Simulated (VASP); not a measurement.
# HC18F in VASP: a series of runs

The runs below take HC18F through single point, with PBE.

Everything below comes from runs of VASP 6.6.1. Logs are shortened: lines on timing, memory, paths and dates and some standing lists are left out, and cuts for length are marked.

## Step 1: The cell of the first run

The cell holds a slab with vacuum, 20 atoms: a = 7.398 Å, b = 7.398 Å, c = 11.000 Å, α = 90.00°, β = 90.00°, γ = 120.00°.

## Step 2: Single point, PBE

File INCAR:

```
SYSTEM = HC18F
ALGO     = Normal         ! electronic algorithm
EDIFF    = 1E-6           ! SCF threshold, eV
ENCUT    = 520            ! plane-wave cutoff, eV
GGA      = PE             ! functional
ISIF     = 2              ! what is computed and relaxed
ISMEAR   = 0              ! smearing method
LASPH    = .TRUE.         ! aspherical terms in the spheres
LCHARG   = .FALSE.        ! write CHGCAR
LREAL    = Auto         
LWAVE    = .FALSE.        ! write WAVECAR
NBANDS   = 56             ! bands
NELM     = 60             ! most SCF steps
PREC     = Accurate       ! precision mode
SIGMA    = 0.02           ! smearing width, eV
```

File KPOINTS:

```
k-points
0
G
  2 2 1
  0 0 0
```

File POSCAR:

```
HC18F
1.0
    7.3980000000      0.0000000000      0.0000000000
   -3.6990000000      6.4068560000      0.0000000000
    0.0000000000      0.0000000000     11.0000000000
C F H
18 1 1
Direct
    0.0006219036      0.0072781408      0.0835026364
    0.2234311923      0.1196596271      0.0841244545
    0.0006667047      0.3404485757      0.0843757273
    0.2234451497      0.4530587233      0.0838010000
    0.0007294894      0.6738874730      0.0834790909
    0.2235178231      0.7864000689      0.0839438182
    0.3339599311      0.0071504651      0.0843599091
    0.5567178994      0.1195406920      0.0846318182
    0.3336950436      0.3404054969      0.0838899091
    0.5567219404      0.4529340132      0.0835308182
    0.3340085752      0.6738676505      0.0834256364
    0.5567039704      0.7865274325      0.0826618182
    0.6673288273      0.0071567084      0.0838296364
    0.8901071627      0.1196814787      0.0840275455
    0.6674032776      0.3402985801      0.0843759091
    0.8902625929      0.4530666836      0.0841635455
    0.6674050431      0.6741180073      0.0820438182
    0.8904188587      0.7865884609      0.0825525455
    0.6594286341      0.6690824642      0.3552969091
    0.6588672408      0.5886598669      0.2901048182
```

Potentials or basis: VASP PAW PBE potentials, release 64 (C, F, H).

Run with:

```console
cat potpaw_PBE.64/C/POTCAR potpaw_PBE.64/F/POTCAR potpaw_PBE.64/H/POTCAR > POTCAR
mpirun -np 1 vasp_std > vasp.out
```

OUTCAR:

```text
SYSTEM = HC18F
   EDIFF = 1E-6
   ENCUT = 520
   GGA = PE
   ISIF = 2
   ISMEAR = 0
   LASPH = .TRUE.
   LREAL = Auto
   NELM = 60
   PREC = Accurate

 ion  position               nearest neighbor table
   1  0.001  0.007  0.084-  18 1.41   2 1.43  14 1.43
   2  0.223  0.120  0.084-   9 1.41   1 1.43   7 1.43
   3  0.001  0.340  0.084-  14 1.41   4 1.43  16 1.43
   4  0.223  0.453  0.084-  11 1.41   3 1.43   9 1.43
   5  0.001  0.674  0.083-  16 1.41   6 1.43  18 1.43
   6  0.224  0.786  0.084-   7 1.41   5 1.43  11 1.43
[... 10 lines left out ...]
  17  0.667  0.674  0.082-  10 1.42  18 1.43  12 1.43
  18  0.890  0.787  0.083-   1 1.41  17 1.43   5 1.43
  19  0.659  0.669  0.355-  20 0.93
  20  0.659  0.589  0.290-  19 0.93

  LATTYP: Found a hexagonal cell.
 ALAT       =     7.3980000000
 C/A-ratio  =     1.4868883482

  Lattice vectors:

 A1 = (   7.3980000000,   0.0000000000,   0.0000000000)
 A2 = (  -3.6990000000,   6.4068560000,   0.0000000000)
 A3 = (   0.0000000000,   0.0000000000,  11.0000000000)

Analysis of symmetry for initial positions (statically):
=====================================================================
 Subroutine PRICEL returns:
 Original cell was already a primitive cell.

 Routine SETGRP: Setting up the symmetry group for a
 hexagonal supercell.

 Subroutine GETGRP returns: Found  1 space group operations
 (whereof  1 operations were pure point group operations)
 out of a pool of 24 trial point group operations.

The static configuration has the point symmetry C_1 .

Analysis of symmetry for dynamics (positions and initial velocities):
=====================================================================
 Subroutine PRICEL returns:
 Original cell was already a primitive cell.

 Routine SETGRP: Setting up the symmetry group for a
 hexagonal supercell.

 Subroutine GETGRP returns: Found  1 space group operations
 (whereof  1 operations were pure point group operations)
 out of a pool of 24 trial point group operations.

The dynamic configuration has the point symmetry C_1 .

 Subroutine INISYM returns: Found  1 space group operations
 (whereof  1 operations are pure point group operations),
 and found     1 'primitive' translations

----------------------------------------------------------------------------------------

                                     Primitive cell

  volume of cell :     521.3771

  direct lattice vectors                    reciprocal lattice vectors
     7.398000000  0.000000000  0.000000000     0.135171668  0.078041398  0.000000000
    -3.699000000  6.406856000  0.000000000     0.000000000  0.156082796  0.000000000
     0.000000000  0.000000000 11.000000000     0.000000000  0.000000000  0.090909091

  length of vectors
     7.398000000  7.398000054 11.000000000     0.156082797  0.156082796  0.090909091

  position of ions in fractional coordinates (direct lattice)
     0.000621904  0.007278141  0.083502636
     0.223431192  0.119659627  0.084124454
     0.000666705  0.340448576  0.084375727
     0.223445150  0.453058723  0.083801000
     0.000729489  0.673887473  0.083479091
     0.223517823  0.786400069  0.083943818
[... 12 lines left out ...]
     0.659428634  0.669082464  0.355296909
     0.658867241  0.588659867  0.290104818

  ion indices of the primitive-cell ions
   primitive index   ion index
                 1           1
                 2           2
                 3           3
                 4           4
                 5           5
                 6           6
[... 12 lines left out ...]
                19          19
                20          20

----------------------------------------------------------------------------------------

 KPOINTS: k-points

Automatic generation of k-mesh.
 Grid dimensions read from file:
 generate k-points for:    2    2    1

 Generating k-lattice:

  Cartesian coordinates                     Fractional coordinates (reciprocal lattice)
     0.067585834  0.039020699  0.000000000     0.500000000 -0.000000000  0.000000000
     0.000000000  0.078041398  0.000000000     0.000000000  0.500000000  0.000000000
     0.000000000  0.000000000  0.090909091     0.000000000  0.000000000  1.000000000

  Length of vectors
     0.078041399  0.078041398  0.090909091

  Shift w.r.t. Gamma in fractional coordinates (k-lattice)
     0.000000000  0.000000000  0.000000000

 Subroutine IBZKPT returns following result:
 ===========================================

 Found      4 irreducible k-points:

 Following reciprocal coordinates:
            Coordinates               Weight
  0.000000  0.000000  0.000000      1.000000
  0.500000 -0.000000  0.000000      1.000000
  0.000000  0.500000  0.000000      1.000000
  0.500000  0.500000  0.000000      1.000000
   k-points           NKPTS =      4   k-points in BZ     NKDIM =      4   number of bands    NBANDS=     56
   number of dos      NEDOS =    301   number of ions     NIONS =     20
   total plane-waves  NPLWV = 263424
   dimension x,y,z NGX =    56 NGY =   56 NGZ =   84
   dimension x,y,z NGXF=   112 NGYF=  112 NGZF=  168
   ions per type =              18   1   1
   NGX,Y,Z   is equivalent  to a cutoff of  12.58, 12.58, 12.70 a.u.
   NGXF,Y,Z  is equivalent  to a cutoff of  25.17, 25.17, 25.39 a.u.
 SYSTEM =  HC18F
   PREC   = accura    normal or accurate (medium, high low for compatibility)
   ISTART =      0    job   : 0-new  1-cont  2-samecut
   ICHARG =      2    charge: 1-file 2-atom 10-const
   ISPIN  =      1    spin polarized calculation?
   LNONCOLLINEAR =      F non collinear calculations
   LSORBIT =      F    spin-orbit coupling
   LASPH  =      T    aspherical Exc in radial PAW
   ENCUT  =  520.0 eV  38.22 Ry    6.18 a.u.  13.76 13.76 20.45*2*pi/ulx,y,z
   NELM   =     60;   NELMIN=  2; NELMDL= -5     # of ELM steps
   EDIFF  = 0.1E-05   stopping-criterion for ELM
   LREAL  =      T    real-space projection
   EDIFFG = 0.1E-04   stopping-criterion for IOM
   NSW    =      0    number of steps for IOM
   IBRION =     -1    ionic relax: 0-MD 1-quasi-New 2-CG
   NFREE  =      0    steps in history (QN), initial steepest desc. (CG)
   ISIF   =      2    stress and relaxation
   ISYM   =      2    0-nonsym 1-usesym 2-fastsym
   POTIM  = 0.5000    time-step for ionic-motion
   TEBEG  =    0.0;   TEEND  =   0.0 temperature during run
   PSTRESS=    0.0 pullay stress
   NELECT =      80.0000    total number of electrons
   NUPDOWN=      -1.0000    fix difference up-down
   EMIN   =  10.00;   EMAX   =-10.00  energy-range for DOS
   EFERMI =   0.00;   METHOD = LEGACY
   ISMEAR =     0;   SIGMA  =   0.02  broadening in eV -4-tet -1-fermi 0-gaus
   EFERMI_NEDOS =   21; number of points for ismear=-14 and -15
   IALGO  =     38    algorithm
   IMIX   =      4    mixing-type and parameters
     AMIX     =   0.40;   BMIX     =  1.00
     AMIX_MAG =   1.60;   BMIX_MAG =  1.00
  volume/ion in A,a.u.               =      26.07       175.92
  Fermi-wavevector in a.u.,A,eV,Ry     =   0.876437  1.656226 10.451210  0.768142
  Thomas-Fermi vector in A             =   1.996247
   LORBIT       =      0    0 simple, 1 ext, 2 COOP (PROOUT), +10 PAW based schemes
   GGA     = PE    functional components
   LHFCALC =     F    Hartree Fock is set to
   AEXX    =    0.0000 exact exchange contribution
   IVDW    =     0    specifies the selected vdW correction
   LEPSILON=     F    determine dielectric tensor
   LRPA    =     F    only Hartree local field effects (RPA)
 non-spin polarized calculation
 Gauss-broadening in eV      SIGMA  =   0.02
  energy-cutoff  :      520.00
  volume of cell :      521.38
 maximum number of plane-waves:     14099
 NGX is ok and might be reduce to    56
   NGX = 27   NGY = 27   NGZ = 41

 number of electron      79.9999998 magnetization

 Free energy of the ion-electron system (eV)
  ---------------------------------------------------
  ext. energy  EPLUGINS =         0.00000000
  ---------------------------------------------------
  free energy    TOTEN  =      -173.50752311 eV

  energy without entropy =     -173.50747383  energy(sigma->0) =     -173.50749847

 E-fermi :  -1.6727     XC(G=0):  -4.2883

 val. band max:       -1.7162666051   @ k =   0.0000   0.0000   0.0000
 cond. band min:      -1.6291682309   @ k =   0.0000   0.0000   0.0000
 fundamental gap:      0.0870983742
 Fermi energy:        -1.6727201607

 k-point     1 :       0.0000    0.0000    0.0000
  band No.  band energies     occupation
      1     -26.9472      2.00000
      2     -21.1995      2.00000
      3     -18.6546      2.00000
      4     -18.6245      2.00000
      5     -18.6188      2.00000
      6     -18.6020      2.00000
[... 44 lines left out ...]
     51       3.9561      0.00000
     52       4.4723      0.00000

 k-point     2 :       0.5000   -0.0000    0.0000
  band No.  band energies     occupation
      1     -26.9471      2.00000
      2     -20.5582      2.00000
      3     -20.5316      2.00000
      4     -19.2578      2.00000
      5     -19.2489      2.00000
      6     -16.7799      2.00000
[... 44 lines left out ...]
     51       4.4338      0.00000
     52       4.6685      0.00000

 k-point     3 :       0.0000    0.5000    0.0000
  band No.  band energies     occupation
      1     -26.9471      2.00000
      2     -20.5602      2.00000
      3     -20.5318      2.00000
      4     -19.2551      2.00000
      5     -19.2455      2.00000
      6     -16.7810      2.00000
[... 44 lines left out ...]
     51       4.3820      0.00000
     52       4.7164      0.00000

 k-point     4 :       0.5000    0.5000    0.0000
  band No.  band energies     occupation
      1     -26.9471      2.00000
      2     -20.5605      2.00000
      3     -20.5290      2.00000
      4     -19.2590      2.00000
      5     -19.2485      2.00000
      6     -16.7815      2.00000
[... 44 lines left out ...]
     51       4.3826      0.00000
     52       4.6659      0.00000
 [bands above 52 left out]

------------------------ aborting loop because EDIFF is reached ----------------------------------------

  FORCE on cell =-STRESS in cart. coord.  units (eV):
  Direction    XX          YY          ZZ          XY          YZ          ZX
  --------------------------------------------------------------------------------------
  -------------------------------------------------------------------------------------
  Total        6.6945223     -3.6383246      0.5900906     -0.5324272      0.2317419     -0.2024059
  in kB       20.5720797    -11.1804696      1.8133319     -1.6361340      0.7121364     -0.6219878
  external PRESSURE =       3.7349806 kB  Pullay stress =       0.0000000 kB

 VOLUME and BASIS-vectors are now :
 -----------------------------------------------------------------------------
  energy-cutoff  :      520.00
  volume of cell :      521.38
      direct lattice vectors                 reciprocal lattice vectors
     7.398000000  0.000000000  0.000000000     0.135171668  0.078041398  0.000000000
    -3.699000000  6.406856000  0.000000000     0.000000000  0.156082796  0.000000000
     0.000000000  0.000000000 11.000000000     0.000000000  0.000000000  0.090909091

 POSITION                                       TOTAL-FORCE (eV/Angst)
 -----------------------------------------------------------------------------------
     -0.02232      0.04663      0.91853         0.045455     -0.225105     -0.006745
      1.21032      0.76664      0.92537        -0.026180      0.236592     -0.004686
     -1.25439      2.18120      0.92813         0.016701     -0.215971     -0.019412
     -0.02282      2.90268      0.92181        -0.019830      0.210476     -0.004306
     -2.48731      4.31750      0.91827         0.025828     -0.201761     -0.007594
     -1.25531      5.03835      0.92338        -0.007083      0.207863     -0.006798
[... 12 lines left out ...]
      2.40352      4.28672      3.90827        -0.174455      0.332010      0.664773
      2.69685      3.77146      3.19115         0.141502     -0.332014     -0.522651
 -----------------------------------------------------------------------------------
    total drift:                                0.001537     -0.009265      0.024505

  FREE ENERGIE OF THE ION-ELECTRON SYSTEM (eV)
  ---------------------------------------------------
  free  energy   TOTEN  =      -173.5075231107 eV

  energy  without entropy=     -173.5074738270  energy(sigma->0) =     -173.50749847
```

Wall time 4.6 min (1 thread of AMD EPYC 9R14 (Zen 4), shared host); peak memory 0.56 GiB.

What came out:

```yaml
Free_energy: -173.5075 eV
Largest_force: 0.763 eV/Å
Band_gap_on_the_k_mesh: 0.09 eV
```

Forces on the atoms (eV/Å):
```
C    0.045 -0.225 -0.007
C   -0.026  0.237 -0.005
C    0.017 -0.216 -0.019
C   -0.020  0.210 -0.004
C    0.026 -0.202 -0.008
C   -0.007  0.208 -0.007
C    0.011 -0.230 -0.016
C   -0.002  0.229 -0.019
C    0.035 -0.235  0.002
C   -0.018  0.211 -0.002
C    0.002 -0.199 -0.003
C   -0.007  0.233  0.000
C    0.001 -0.226 -0.012
C   -0.019  0.224 -0.014
C    0.009 -0.218 -0.017
C   -0.010  0.203 -0.020
C    0.027 -0.230  0.009
C   -0.032  0.226  0.001
F   -0.174  0.332  0.665
H    0.142 -0.332 -0.523
```

Caveat: the k points lie up to 0.49 Å⁻¹ apart.

## Step 3: Single point, PBE

File INCAR:

```
  PREC = Accurate
  ENCUT = 520
  EDIFF = 1E-7
  ISMEAR = 0
  SIGMA = 0.02
  LREAL = Auto
  LASPH = T
  NELM = 80
  ALGO = Normal
  ISIF = 2
  LWAVE = F
  LCHARG = F
  GGA = PE
  NBANDS = 56
```

File KPOINTS:

```
Automatic mesh
0
Gamma
  2 2 1
```

File POSCAR:

```
HC18F
1.0
    7.3980000000      0.0000000000      0.0000000000
   -3.6990000000      6.4068560000      0.0000000000
    0.0000000000      0.0000000000     11.0000000000
C F H
18 1 1
Direct
    0.0029205382      0.0134160968      0.0851152727
    0.2251385259      0.1245809177      0.0857027273
    0.0042644160      0.3455999323      0.0874910000
    0.2239660635      0.4557247736      0.0844389091
    0.0019652376      0.6778880312      0.0853199091
    0.2264126069      0.7901363789      0.0859061818
    0.3374452011      0.0122194100      0.0870740909
    0.5572127527      0.1220426993      0.0889720909
    0.3348174104      0.3442420120      0.0836220000
    0.5595703770      0.4568279668      0.0821349091
    0.3364049784      0.6801262585      0.0840675455
    0.5585983308      0.7914802518      0.0825383636
    0.6685493354      0.0109832342      0.0868919091
    0.8930099341      0.1234653939      0.0869992727
    0.6697204189      0.3466714407      0.0879729091
    0.8922544124      0.4581325068      0.0877900000
    0.6710822770      0.6795787200      0.0794951818
    0.8907430793      0.7891906732      0.0824982727
    0.6384783113      0.6077462955      0.3247469091
    0.6387617170      0.5157215957      0.2654652727
```

Potentials or basis: VASP PAW PBE potentials, release 64 (C, F, H).

Run with:

```console
cat potpaw_PBE.64/C/POTCAR potpaw_PBE.64/F/POTCAR potpaw_PBE.64/H/POTCAR > POTCAR
mpirun -np 1 vasp_std > vasp.out
```

Run time: 4.7 min. Hardware: 1 thread of AMD EPYC 9R14 (Zen 4), shared host; peak memory 0.56 GiB.

Results (log left out):

* Free energy: -173.4131 eV
* Largest force: 0.590 eV/Å
* Band gap on the k mesh: 0.19 eV

Forces in eV/Å, atoms in the order of the input:
```
C   -0.048  0.053 -0.012
C    0.027 -0.031 -0.016
C   -0.044  0.027 -0.028
C    0.052 -0.034  0.010
C   -0.029  0.038 -0.025
C    0.042 -0.039 -0.005
C   -0.019  0.047 -0.035
C    0.022 -0.040 -0.091
C   -0.032  0.045  0.001
C    0.028 -0.028 -0.022
C   -0.049  0.051  0.005
C    0.036 -0.062 -0.015
C   -0.032  0.060 -0.043
C    0.052 -0.052 -0.031
C   -0.020  0.040 -0.152
C    0.030 -0.034 -0.066
C   -0.027  0.026 -0.037
C    0.029 -0.039 -0.027
F    0.011  0.026  0.589
H   -0.029 -0.055  0.001
```

Levels at points of the mesh, in eV from the valence-band top:
| k point | band 36 | band 37 | band 38 | band 39 | band 40 | band 41 | band 42 | band 43 | band 44 | band 45 |
| --- | --- | --- | --- | --- | --- | --- | --- | --- | --- | --- |
| (0.00, 0.00, 0.00) | -4.08 | -2.96 | -2.93 | -0.05 | 0.00 | 0.19 | 0.24 | 3.40 | 4.70 | 4.85 |
| (0.50, 0.00, 0.00) | -2.62 | -2.57 | -2.49 | -2.47 | -2.24 | 1.78 | 2.53 | 2.58 | 2.63 | 2.67 |
| (0.00, 0.50, 0.00) | -2.62 | -2.55 | -2.52 | -2.47 | -2.24 | 1.77 | 2.53 | 2.59 | 2.63 | 2.66 |
| (0.50, 0.50, 0.00) | -2.58 | -2.54 | -2.53 | -2.50 | -2.25 | 1.76 | 2.54 | 2.57 | 2.64 | 2.69 |

Caveat: the k points lie up to 0.49 Å⁻¹ apart.
